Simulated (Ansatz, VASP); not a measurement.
**One calculation of SbP, two programs**

```
Sb P
1.0
     5.22181    0.00000    0.00000
    -2.61090    4.52222    0.00000
     0.00000    0.00000    7.71893
Sb P
3 3
Direct
  0.07832 0.00000 0.83333
  0.00000 0.07832 0.16667
  0.92168 0.92168 0.50000
  0.47309 0.00000 0.33333
  0.00000 0.47309 0.66667
  0.52691 0.52691 0.00000
```

Alike in both runs: task single point; functional PBE; k mesh 6 × 6 × 2; occupations gaussian, width 0.1 eV; no spin polarisation.

|  | VASP | Ansatz |
| --- | --- | --- |
| version | VASP 6.6.1 | Ansatz 0.2.0 |
| potentials or method | VASP PAW PBE potentials, release 64 (Sb, P), cutoff 520 eV | scalar-relativistic, plane waves, PAW |
| valence electrons in the cell | 30 | 60 |

```csv
,VASP,Ansatz,Ansatz less VASP
gap on the k mesh at the Fermi level (eV),none,none,-
pressure (GPa),0.2,0.2,-0.02
"traceless stress, the component that is largest in VASP (GPa)",13.58,13.42,-0.163
rms of the force components (eV/Å),0.415,0.412,-0.0036
```

Atom by atom the forces differ by 0.004 eV/Å (rms over components). A gap of «none» marks a metal or a gap that the smearing closes. VASP's potentials hold 30 valence electrons a cell and Ansatz's 60, so a difference there can come from the potentials and not from the codes.

The k mesh is coarse, so the values compare programs but aren't converged. Neither program's run includes spin-orbit coupling.
